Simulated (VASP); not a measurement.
# ZrB2 (P6/mmm) in VASP: notebook

ZrB2 is run at these levels: PBE, PBE+D3(BJ), PBEsol+D4; tasks: single point.

Program: VASP 6.6.1. These are calculated values, not measurements. Logs are shortened: lines on timing, memory, paths and dates and some standing lists are left out, and cuts for length are marked.

**1. The cell of the first run**

The structure is hexagonal, space group P6/mmm (No. 191). Conventional cell: a = 3.170 Å, b = 3.170 Å, c = 3.674 Å, α = 90.00°, β = 90.00°, γ = 120.00°. Within 3.4 Å of Zr (site symmetry 6/mmm) lie 12 B at 2.59 Å and 6 Zr at 3.17 Å. Within 2.4 Å of B (site symmetry -6m2) lie 3 B at 1.83 Å.

**2. Single point, PBE**

Input file INCAR:

```
PREC     = Accurate       # precision mode
ENCUT    = 520            # plane-wave cutoff, eV
EDIFF    = 1E-7           # SCF threshold, eV
ISMEAR   = -1             # smearing method
SIGMA    = 0.05           # smearing width, eV
LREAL    = F              # projectors in reciprocal space
LASPH    = T              # aspherical terms in the spheres
NELM     = 100            # most SCF steps
ALGO     = Normal         # electronic algorithm
ISIF     = 2              # what is computed and relaxed
LWAVE    = F              # write WAVECAR
LCHARG   = F              # write CHGCAR
GGA      = PE             # functional
NBANDS   = 16             # bands
```

Input file KPOINTS:

```
Automatic mesh
0
Gamma
  8 8 6
```

Input file POSCAR:

```
ZrB2
1.0
    3.1700000000      0.0000000000      0.0000000000
   -1.5850000000      2.7453005300      0.0000000000
    0.0000000000      0.0000000000      3.6743200000
Zr B
1 2
Direct
    0.0000000000      0.0000000000      0.0000000000
    0.6666666667      0.3333333333      0.5000000000
    0.3333333333      0.6666666667      0.5000000000
```

Potentials or basis: VASP PAW PBE potentials, release 64 (Zr_sv, B).

The run is started by

```bash
> cat potpaw_PBE.64/Zr_sv/POTCAR potpaw_PBE.64/B/POTCAR > POTCAR
> mpirun -np 1 vasp_std > vasp.out
```

OUTCAR:

```text
PREC = Accurate
   ENCUT = 520
   EDIFF = 1E-7
   ISMEAR = -1
   LREAL = F
   LASPH = T
   NELM = 100
   ISIF = 2
   GGA = PE

 ion  position               nearest neighbor table
   1  0.000  0.000  0.000-   2 2.59   3 2.59   2 2.59   3 2.59   2 2.59   2 2.59   3 2.59   3 2.59
                             2 2.59   2 2.59   3 2.59   3 2.59
   2  0.667  0.333  0.500-   3 1.83   3 1.83   3 1.83   1 2.59   1 2.59   1 2.59   1 2.59   1 2.59
                             1 2.59
   3  0.333  0.667  0.500-   2 1.83   2 1.83   2 1.83   1 2.59   1 2.59   1 2.59   1 2.59   1 2.59
                             1 2.59

  LATTYP: Found a hexagonal cell.
 ALAT       =     3.1700000000
 C/A-ratio  =     1.1590914826

  Lattice vectors:

 A1 = (   3.1700000000,   0.0000000000,   0.0000000000)
 A2 = (  -1.5850000000,   2.7453005300,   0.0000000000)
 A3 = (   0.0000000000,   0.0000000000,   3.6743200000)

Analysis of symmetry for initial positions (statically):
=====================================================================
 Subroutine PRICEL returns:
 Original cell was already a primitive cell.

 Routine SETGRP: Setting up the symmetry group for a
 hexagonal supercell.

 Subroutine GETGRP returns: Found 24 space group operations
 (whereof 24 operations were pure point group operations)
 out of a pool of 24 trial point group operations.

The static configuration has the point symmetry D_6h.

Analysis of symmetry for dynamics (positions and initial velocities):
=====================================================================
 Subroutine PRICEL returns:
 Original cell was already a primitive cell.

 Routine SETGRP: Setting up the symmetry group for a
 hexagonal supercell.

 Subroutine GETGRP returns: Found 24 space group operations
 (whereof 24 operations were pure point group operations)
 out of a pool of 24 trial point group operations.

The dynamic configuration has the point symmetry D_6h.

 Subroutine INISYM returns: Found 24 space group operations
 (whereof 24 operations are pure point group operations),
 and found     1 'primitive' translations

----------------------------------------------------------------------------------------

                                     Primitive cell

  volume of cell :      31.9761

  direct lattice vectors                    reciprocal lattice vectors
     3.170000000  0.000000000  0.000000000     0.315457413  0.182129422  0.000000000
    -1.585000000  2.745300530  0.000000000     0.000000000  0.364258845  0.000000000
     0.000000000  0.000000000  3.674320000     0.000000000  0.000000000  0.272159202

  length of vectors
     3.170000000  3.170000000  3.674320000     0.364258845  0.364258845  0.272159202

  position of ions in fractional coordinates (direct lattice)
     0.000000000  0.000000000  0.000000000
     0.666666667  0.333333333  0.500000000
     0.333333333  0.666666667  0.500000000

  ion indices of the primitive-cell ions
   primitive index   ion index
                 1           1
                 2           2
                 3           3

----------------------------------------------------------------------------------------

 KPOINTS: Automatic mesh

Automatic generation of k-mesh.
 Grid dimensions read from file:
 generate k-points for:    8    8    6

 Generating k-lattice:

  Cartesian coordinates                     Fractional coordinates (reciprocal lattice)
     0.039432177  0.022766178  0.000000000     0.125000000  0.000000000  0.000000000
     0.000000000  0.045532356  0.000000000     0.000000000  0.125000000  0.000000000
     0.000000000  0.000000000  0.045359867     0.000000000  0.000000000  0.166666667

  Length of vectors
     0.045532356  0.045532356  0.045359867

  Shift w.r.t. Gamma in fractional coordinates (k-lattice)
     0.000000000  0.000000000  0.000000000

 Subroutine IBZKPT returns following result:
 ===========================================

 Found     40 irreducible k-points:

 Following reciprocal coordinates:
            Coordinates               Weight
  0.000000  0.000000  0.000000      1.000000
  0.125000  0.000000  0.000000      6.000000
  0.250000  0.000000  0.000000      6.000000
  0.375000  0.000000  0.000000      6.000000
  0.500000  0.000000  0.000000      3.000000
  0.125000  0.125000  0.000000      6.000000
[... 16 lines left out ...]
  0.250000  0.000000  0.333333     12.000000
  0.375000  0.000000  0.333333     12.000000
 [... further k-points ...]
   k-points           NKPTS =     40   k-points in BZ     NKDIM =     40   number of bands    NBANDS=     16
   number of dos      NEDOS =    301   number of ions     NIONS =      3
   total plane-waves  NPLWV =  16128
   dimension x,y,z NGX =    24 NGY =   24 NGZ =   28
   dimension x,y,z NGXF=    48 NGYF=   48 NGZF=   56
   ions per type =               1   2
   NGX,Y,Z   is equivalent  to a cutoff of  12.59, 12.59, 12.67 a.u.
   NGXF,Y,Z  is equivalent  to a cutoff of  25.17, 25.17, 25.34 a.u.
 SYSTEM =  unknown system
   PREC   = accura    normal or accurate (medium, high low for compatibility)
   ISTART =      0    job   : 0-new  1-cont  2-samecut
   ICHARG =      2    charge: 1-file 2-atom 10-const
   ISPIN  =      1    spin polarized calculation?
   LNONCOLLINEAR =      F non collinear calculations
   LSORBIT =      F    spin-orbit coupling
   LASPH  =      T    aspherical Exc in radial PAW
   ENCUT  =  520.0 eV  38.22 Ry    6.18 a.u.   5.89  5.89  6.83*2*pi/ulx,y,z
   NELM   =    100;   NELMIN=  2; NELMDL= -5     # of ELM steps
   EDIFF  = 0.1E-06   stopping-criterion for ELM
   LREAL  =      F    real-space projection
   EDIFFG = 0.1E-05   stopping-criterion for IOM
   NSW    =      0    number of steps for IOM
   IBRION =     -1    ionic relax: 0-MD 1-quasi-New 2-CG
   NFREE  =      0    steps in history (QN), initial steepest desc. (CG)
   ISIF   =      2    stress and relaxation
   ISYM   =      2    0-nonsym 1-usesym 2-fastsym
   POTIM  = 0.5000    time-step for ionic-motion
   TEBEG  =    0.0;   TEEND  =   0.0 temperature during run
   PSTRESS=    0.0 pullay stress
   NELECT =      18.0000    total number of electrons
   NUPDOWN=      -1.0000    fix difference up-down
   EMIN   =  10.00;   EMAX   =-10.00  energy-range for DOS
   EFERMI =   0.00;   METHOD = LEGACY
   ISMEAR =    -1;   SIGMA  =   0.05  broadening in eV -4-tet -1-fermi 0-gaus
   EFERMI_NEDOS =   21; number of points for ismear=-14 and -15
   IALGO  =     38    algorithm
   IMIX   =      4    mixing-type and parameters
     AMIX     =   0.40;   BMIX     =  1.00
     AMIX_MAG =   1.60;   BMIX_MAG =  1.00
  volume/ion in A,a.u.               =      10.66        71.93
  Fermi-wavevector in a.u.,A,eV,Ry     =   1.351731  2.554401 24.860250  1.827177
  Thomas-Fermi vector in A             =   2.479129
   LORBIT       =      0    0 simple, 1 ext, 2 COOP (PROOUT), +10 PAW based schemes
   GGA     = PE    functional components
   LHFCALC =     F    Hartree Fock is set to
   AEXX    =    0.0000 exact exchange contribution
   IVDW    =     0    specifies the selected vdW correction
   LEPSILON=     F    determine dielectric tensor
   LRPA    =     F    only Hartree local field effects (RPA)
 non-spin polarized calculation
  energy-cutoff  :      520.00
  volume of cell :       31.98
 maximum number of plane-waves:       872
 NGX is ok and might be reduce to    24
   NGX = 11   NGY = 11   NGZ = 13

 number of electron      18.0000000 magnetization

 Free energy of the ion-electron system (eV)
  ---------------------------------------------------
  ext. energy  EPLUGINS =         0.00000000
  ---------------------------------------------------
  free energy    TOTEN  =       -24.92591695 eV

  energy without entropy =      -24.92363742  energy(sigma->0) =      -24.92477719

 E-fermi :  10.1333     XC(G=0): -12.2533

 val. band max:        9.9288698406   @ k =   0.1250   0.0000   0.5000
 cond. band min:      10.1841545320   @ k =   0.3750   0.1250   0.0000
 fundamental gap:      0.2552846914
 Fermi energy:        10.1332567843

 k-point     1 :       0.0000    0.0000    0.0000
  band No.  band energies     occupation
      1     -38.7309      2.00000
      2     -16.9154      2.00000
      3     -16.3407      2.00000
      4     -16.3407      2.00000
      5      -2.4965      2.00000
      6       7.4334      2.00000
[... 8 lines left out ...]
     15      15.3727      0.00000
     16      15.3727      0.00000

 k-point     2 :       0.1250    0.0000    0.0000
  band No.  band energies     occupation
      1     -38.7145      2.00000
      2     -16.8912      2.00000
      3     -16.4808      2.00000
      4     -16.3713      2.00000
      5      -2.1967      2.00000
      6       6.9235      2.00000
[... 8 lines left out ...]
     15      16.4496      0.00000
     16      16.8225      0.00000

 k-point     3 :       0.2500    0.0000    0.0000
  band No.  band energies     occupation
      1     -38.6747      2.00000
      2     -16.8324      2.00000
      3     -16.8062      2.00000
      4     -16.4445      2.00000
      5      -1.3578      2.00000
      6       5.1628      2.00000
[... 8 lines left out ...]
     15      16.9816      0.00000
     16      18.9599      0.00000

 k-point     4 :       0.3750    0.0000    0.0000
  band No.  band energies     occupation
      1     -38.6345      2.00000
      2     -17.1156      2.00000
      3     -16.7728      2.00000
      4     -16.5164      2.00000
      5      -0.1008      2.00000
      6       3.2752      2.00000
[... 8 lines left out ...]
     15      18.5135      0.00000
     16      19.1583      0.00000
[... 324 lines left out ...]
 k-point    22 :       0.1250    0.0000    0.3333
  band No.  band energies     occupation
      1     -38.7060      2.00000
      2     -17.0765      2.00000
      3     -16.4650      2.00000
      4     -16.3584      2.00000
      5      -1.1309      2.00000
      6       4.3571      2.00000
[... 8 lines left out ...]
     15      17.6051      0.00000
     16      18.9232      0.00000

 k-point    23 :       0.2500    0.0000    0.3333
  band No.  band energies     occupation
      1     -38.6665      2.00000
      2     -17.0037      2.00000
      3     -16.7824      2.00000
      4     -16.4293      2.00000
      5      -0.6313      2.00000
      6       4.7761      2.00000
[... 8 lines left out ...]
     15      18.1335      0.00000
     16      20.0014      0.00000

 k-point    24 :       0.3750    0.0000    0.3333
  band No.  band energies     occupation
      1     -38.6266      2.00000
      2     -17.0865      2.00000
      3     -16.9284      2.00000
      4     -16.4991      2.00000
      5       0.0931      2.00000
      6       3.3775      2.00000
[... 8 lines left out ...]
     15      18.1383      0.00000
     16      21.1409      0.00000

 [... further k-points ...]
[... 5 lines left out ...]
  --------------------------------------------------------------------------------------
  -------------------------------------------------------------------------------------
  Total       -0.7111651     -0.7111651     -2.8846875      0.0000000     -0.0000000     -0.0000000
  in kB      -35.6332043    -35.6332043   -144.5383941      0.0000000     -0.0000000     -0.0000000
  external PRESSURE =     -71.9349342 kB  Pullay stress =       0.0000000 kB

 VOLUME and BASIS-vectors are now :
 -----------------------------------------------------------------------------
  energy-cutoff  :      520.00
  volume of cell :       31.98
      direct lattice vectors                 reciprocal lattice vectors
     3.170000000  0.000000000  0.000000000     0.315457413  0.182129422  0.000000000
    -1.585000000  2.745300530  0.000000000     0.000000000  0.364258845  0.000000000
     0.000000000  0.000000000  3.674320000     0.000000000  0.000000000  0.272159202

 POSITION                                       TOTAL-FORCE (eV/Angst)
 -----------------------------------------------------------------------------------
      0.00000      0.00000      0.00000        -0.000000      0.000000      0.000000
      1.58500      0.91510      1.83716        -0.000000      0.000000     -0.000000
     -0.00000      1.83020      1.83716         0.000000     -0.000000      0.000000
 -----------------------------------------------------------------------------------
    total drift:                               -0.000000      0.000000      0.000000

  FREE ENERGIE OF THE ION-ELECTRON SYSTEM (eV)
  ---------------------------------------------------
  free  energy   TOTEN  =       -24.9259169484 eV

  energy  without entropy=      -24.9236374235  energy(sigma->0) =      -24.92477719
```

Wall time 10 s (1 thread of Intel Xeon Platinum 8488C (Sapphire Rapids), shared host); peak memory 0.15 GiB.

What came out:

- Free energy: -24.9259 eV
- Pressure: -7.2 GPa
- Band gap on the k mesh: zero (band 9 reaches 10.76 eV, above the bottom of band 10 at 10.18 eV)

Levels at points of the mesh, in eV from the Fermi level:
```csv
k point,band 5,band 6,band 7,band 8,band 9,band 10,band 11,band 12,band 13,band 14
"(0.00, 0.00, 0.00)",-12.63,-2.70,-2.67,-2.33,-2.33,3.21,3.21,3.64,3.64,5.11
"(0.50, 0.00, 0.00)",-8.80,-8.51,-4.02,-2.98,-2.60,2.01,2.12,4.66,4.88,6.09
"(0.00, 0.00, 0.50)",-10.88,-6.92,-0.83,-0.83,0.63,0.63,0.71,0.71,1.09,5.29
"(0.50, 0.00, 0.50)",-9.75,-7.09,-4.34,-4.03,-2.07,3.07,4.03,5.15,5.35,5.90
```

[end of part 1 of 2]
